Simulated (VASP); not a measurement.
# SiO2 (Imma) in VASP: a series of runs, part 2 of 2

VASP 6.6.1.

## Step 3: Single point, r2SCAN

POSCAR reads:

```
SiO2
1.0
   -2.6572070660      3.3196508485      4.0044864065
    2.6572070660     -3.3196508485      4.0044864065
    2.6572070660      3.3196508485     -4.0044864065
Si O
4 8
Direct
    0.8334521923      0.8071225851      0.0263296071
    0.7192070220      0.1928774149      0.5263296071
    0.1665478077      0.1928774149      0.9736703929
    0.2807929780      0.8071225851      0.4736703929
   -0.0161601213      0.7338398787      0.2500000000
    1.0161601213      0.2661601213      0.7500000000
    0.6712123407      0.5000000000      0.6712123407
    0.3287876593      0.0000000000      0.8287876593
    0.3287876593      0.5000000000      0.3287876593
    0.6712123407      0.0000000000      0.1712123407
    0.0000000000      0.0000000000      0.0000000000
    0.5000000000      0.0000000000      0.5000000000
```

INCAR.step1 reads:

```
SYSTEM = SiO2
ALGO = Normal
EDIFF = 1E-4
ENCUT = 520
GGA = PE
ISMEAR = 0
LASPH = .TRUE.
LCHARG = .FALSE.
LREAL = .FALSE.
LWAVE = .TRUE.
NBANDS = 44
NELM = 100
PREC = Accurate
SIGMA = 0.02
```

INCAR.step2 reads:

```
SYSTEM = SiO2
ALGO = Normal
EDIFF = 1E-7
ENCUT = 520
ISIF = 2
ISMEAR = 0
ISTART = 1
LASPH = .TRUE.
LCHARG = .FALSE.
LMIXTAU = .TRUE.
LREAL = .FALSE.
LWAVE = .FALSE.
METAGGA = R2SCAN
NBANDS = 44
NELM = 100
PREC = Accurate
SIGMA = 0.02
```

KPOINTS reads:

```
k-points
0
G
  6 6 6
  0 0 0
```

Potentials or basis: VASP PAW PBE potentials, release 64 (Si, O).

Launch:

```bash
cat potpaw_PBE.64/Si/POTCAR potpaw_PBE.64/O/POTCAR > POTCAR
cp INCAR.step1 INCAR
mpirun -np 1 vasp_std > vasp.out
cp INCAR.step2 INCAR
mpirun -np 1 vasp_std > vasp.out
```

OUTCAR:

```text
SYSTEM = SiO2
   EDIFF = 1E-7
   ENCUT = 520
   ISIF = 2
   ISMEAR = 0
   ISTART = 1
   LASPH = .TRUE.
   LREAL = .FALSE.
   METAGGA = R2SCAN
   NELM = 100
   PREC = Accurate

 ion  position               nearest neighbor table
   1  0.833  0.807  0.026-  11 1.55   7 1.57  10 1.57   5 1.60   2 2.81   2 2.81   4 2.97   3 3.11

   2  0.719  0.193  0.526-  12 1.55   7 1.57  10 1.57   6 1.60   1 2.81   1 2.81   3 2.97   4 3.11

   3  0.167  0.193  0.974-  11 1.55   9 1.57   8 1.57   6 1.60   4 2.81   4 2.81   2 2.97   1 3.11

   4  0.281  0.807  0.474-  12 1.55   9 1.57   8 1.57   5 1.60   3 2.81   3 2.81   1 2.97   2 3.11

   5  0.984  0.734  0.250-   1 1.60   4 1.60
   6  0.016  0.266  0.750-   3 1.60   2 1.60
   7  0.671  0.500  0.671-   2 1.57   1 1.57
   8  0.329  0.000  0.829-   4 1.57   3 1.57
   9  0.329  0.500  0.329-   4 1.57   3 1.57
  10  0.671  0.000  0.171-   2 1.57   1 1.57
  11  0.000  0.000  0.000-   1 1.55   3 1.55
  12  0.500  0.000  0.500-   2 1.55   4 1.55

  LATTYP: Found a body centered orthorhombic cell.
 ALAT       =     5.3144141320
 B/A-ratio  =     1.2493007756
 C/A-ratio  =     1.5070283599

  Lattice vectors:

 A1 = (  -2.6572070660,   3.3196508485,   4.0044864065)
 A2 = (   2.6572070660,  -3.3196508485,   4.0044864065)
 A3 = (   2.6572070660,   3.3196508485,  -4.0044864065)

Analysis of symmetry for initial positions (statically):
=====================================================================
 Subroutine PRICEL returns:
 Original cell was already a primitive cell.

 Routine SETGRP: Setting up the symmetry group for a
 body centered orthorhombic supercell.

 Subroutine GETGRP returns: Found  8 space group operations
 (whereof  4 operations were pure point group operations)
 out of a pool of  8 trial point group operations.

[... 162 lines left out ...]
   LHFCALC =     F    Hartree Fock is set to
   AEXX    =    0.0000 exact exchange contribution
   IVDW    =     0    specifies the selected vdW correction
   LEPSILON=     F    determine dielectric tensor
   LRPA    =     F    only Hartree local field effects (RPA)
 non-spin polarized calculation
 Gauss-broadening in eV      SIGMA  =   0.02
  energy-cutoff  :      520.00
  volume of cell :      141.29
 maximum number of plane-waves:      3826
 NGX is ok and might be reduce to    48
   NGX = 21   NGY = 21   NGZ = 21

 number of electron      64.0000002 magnetization

 Free energy of the ion-electron system (eV)
  ---------------------------------------------------
  ext. energy  EPLUGINS =         0.00000000
  ---------------------------------------------------
  free energy    TOTEN  =      -116.04253534 eV

  energy without entropy =     -116.04253534  energy(sigma->0) =     -116.04253534

 E-fermi :   2.0146     XC(G=0):  -9.8686

 val. band max:        1.9072991576   @ k =   0.5000   0.5000   0.5000
 cond. band min:       7.8229498648   @ k =   0.0000   0.0000   0.0000
 fundamental gap:      5.9156507072
 Fermi energy:         2.0145982418

 k-point     1 :       0.0000    0.0000    0.0000
  band No.  band energies     occupation
      1     -19.8449      2.00000
      2     -18.2901      2.00000
      3     -17.8898      2.00000
      4     -17.7512      2.00000
      5     -17.6753      2.00000
      6     -17.6420      2.00000
[... 1117 lines left out ...]
     43      14.3119      0.00000
     44      14.3584      0.00000

 [... further k-points ...]

------------------------ aborting loop because EDIFF is reached ----------------------------------------

  FORCE on cell =-STRESS in cart. coord.  units (eV):
  Direction    XX          YY          ZZ          XY          YZ          ZX
  --------------------------------------------------------------------------------------
  -------------------------------------------------------------------------------------
  Total       22.6252396     22.2758129     22.2365037      0.0000000     -0.0000000      0.0000000
  in kB      256.5542110    252.5919599    252.1462212      0.0000000     -0.0000000      0.0000000
  external PRESSURE =     253.7641307 kB  Pullay stress =       0.0000000 kB

 VOLUME and BASIS-vectors are now :
 -----------------------------------------------------------------------------
  energy-cutoff  :      520.00
  volume of cell :      141.29
      direct lattice vectors                 reciprocal lattice vectors
    -2.657207066  3.319650848  4.004486406     0.000000000  0.150618250  0.124859957
     2.657207066 -3.319650848  4.004486406     0.188167496  0.000000000  0.124859957
     2.657207066  3.319650848 -4.004486406     0.188167496  0.150618250  0.000000000

 POSITION                                       TOTAL-FORCE (eV/Angst)
 -----------------------------------------------------------------------------------
     -0.00000      0.17481      6.46422        -0.000000     -0.079446      0.021429
      0.00000      3.49446      1.54475        -0.000000     -0.079446     -0.021429
      2.65721      3.14484     -2.45974        -0.000000      0.079446     -0.021429
      2.65721     -0.17481      2.45974         0.000000      0.079446      0.021429
      0.00000      1.65983      5.87730        -0.000000      0.000000     -0.007860
      2.65721      1.65983     -1.87282         0.000000      0.000000      0.007860
      1.32860      2.79656      2.00224        -0.000000      0.003929     -0.000000
      1.32860      3.84275     -2.00224         0.000000     -0.003929     -0.000000
      1.32860      0.52310      2.00224         0.000000     -0.003929     -0.000000
     -1.32860      2.79656      2.00224        -0.000000      0.003929     -0.000000
      0.00000      0.00000      0.00000        -0.000000      0.000000     -0.000000
      0.00000      3.31965      0.00000        -0.000000      0.000000     -0.000000
 -----------------------------------------------------------------------------------
    total drift:                               -0.000001      0.000001      0.000001

  FREE ENERGIE OF THE ION-ELECTRON SYSTEM (eV)
  ---------------------------------------------------
  free  energy   TOTEN  =      -116.0425353417 eV

  energy  without entropy=     -116.0425353417  energy(sigma->0) =     -116.04253534
```

OSZICAR.step1:

```text
N       E                     dE             d eps       ncg     rms          rms(c)
DAV:   1     0.385077532814E+03    0.38508E+03   -0.33739E+04  4048   0.136E+03
DAV:   2    -0.794956216329E+02   -0.46457E+03   -0.44816E+03  5204   0.315E+02
DAV:   3    -0.105130317492E+03   -0.25635E+02   -0.25501E+02  4984   0.776E+01
DAV:   4    -0.105427408898E+03   -0.29709E+00   -0.29657E+00  5040   0.927E+00
DAV:   5    -0.105432308802E+03   -0.48999E-02   -0.48972E-02  4912   0.116E+00    0.326E+01
DAV:   6    -0.914398593091E+02    0.13992E+02   -0.47395E+01  4700   0.333E+01    0.159E+01
DAV:   7    -0.912891921166E+02    0.15067E+00   -0.18920E+00  4904   0.597E+00    0.556E+00
DAV:   8    -0.912422619015E+02    0.46930E-01   -0.12920E-01  4820   0.216E+00    0.208E+00
DAV:   9    -0.912485400149E+02   -0.62781E-02   -0.51639E-02  4712   0.129E+00    0.352E-01
DAV:  10    -0.912512393654E+02   -0.26994E-02   -0.44015E-03  4480   0.399E-01    0.172E-01
DAV:  11    -0.912517007748E+02   -0.46141E-03   -0.76913E-04  4536   0.197E-01    0.678E-02
DAV:  12    -0.912518226671E+02   -0.12189E-03   -0.15924E-04  3368   0.742E-02    0.131E-02
DAV:  13    -0.912518306188E+02   -0.79517E-05   -0.13314E-05  3192   0.329E-02
   1 F= -.91251831E+02 E0= -.91251831E+02  d E =-.125197E-16
```

It took 12 min on 1 thread of Intel Xeon 6975P-C (Granite Rapids), shared host; peak memory 0.47 GiB.

What came out:

```
Free energy            : -116.0425 eV
Pressure               : 25.4 GPa
Largest force          : 0.082 eV/Å
Band gap on the k mesh : 5.92 eV (least direct gap 6.08 eV)
```

Forces on the atoms (eV/Å):
```
Si   0.000 -0.079  0.021
Si   0.000 -0.079 -0.021
Si   0.000  0.079 -0.021
Si   0.000  0.079  0.021
O    0.000  0.000 -0.008
O    0.000  0.000  0.008
O    0.000  0.004  0.000
O    0.000 -0.004  0.000
O    0.000 -0.004  0.000
O    0.000  0.004  0.000
O    0.000  0.000  0.000
O    0.000  0.000  0.000
```

Levels at points of the mesh, in eV from the valence-band top:
```tsv
k point	band 30	band 31	band 32	band 33	band 34	band 35
(0.00, 0.00, 0.00)	-1.09	-0.78	-0.16	5.92	9.05	9.42
(0.50, 0.00, 0.00)	-0.90	-0.50	-0.15	7.66	7.99	10.02
(0.00, 0.50, 0.00)	-1.05	-0.69	-0.41	8.40	8.55	9.58
(0.50, 0.50, 0.00)	-0.98	-0.55	-0.55	8.68	8.68	9.82
(0.50, 0.50, 0.50)	-0.94	-0.92	0.00	8.73	8.75	8.96
```

Caveat: the cell stands under pressure; the PAW data sets were made with another functional, which shifts forces and pressure a little.
